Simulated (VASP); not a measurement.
A run of VASP 6.6.1 is set up as follows.

The input INCAR:

```
SYSTEM = GaP
ALGO = Normal
EDIFF = 1E-7
ENCUT = 520
GGA = CA
ISIF = 2
ISMEAR = 0
LASPH = .TRUE.
LCHARG = .FALSE.
LREAL = .FALSE.
LWAVE = .FALSE.
NBANDS = 16
NELM = 80
PREC = Accurate
SIGMA = 0.05
```

KPOINTS

```
k-points
0
G
  10 10 10
  0 0 0
```

POSCAR

```
GaP
1.0
    0.0000000000      2.4280439585      3.4332541574
    2.4280439585      0.0000000000      3.4332541574
    2.4280439585      2.4280439585      0.0000000000
Ga P
1 1
Direct
    0.0000000000      0.0000000000      0.0000000000
    0.7500000000      0.7500000000      0.7500000000
```

Potentials or basis: VASP PAW LDA potentials, release 64 (Ga_d, P).

The run is started by

```console
$ cat potpaw_LDA.64/Ga_d/POTCAR potpaw_LDA.64/P/POTCAR > POTCAR
$ mpirun -np 1 vasp_std > vasp.out
```

Q: Estimate the band gap on the k mesh.

A: Zero (band 9 reaches 5.58 eV, above the bottom of band 10 at 5.08 eV).

Q: Predict the pressure.

A: -3.4 GPa.

Stress tensor (GPa, compression positive):
```
  5.97   0.00   0.00
  0.00   5.97   0.00
  0.00   0.00 -22.04
```
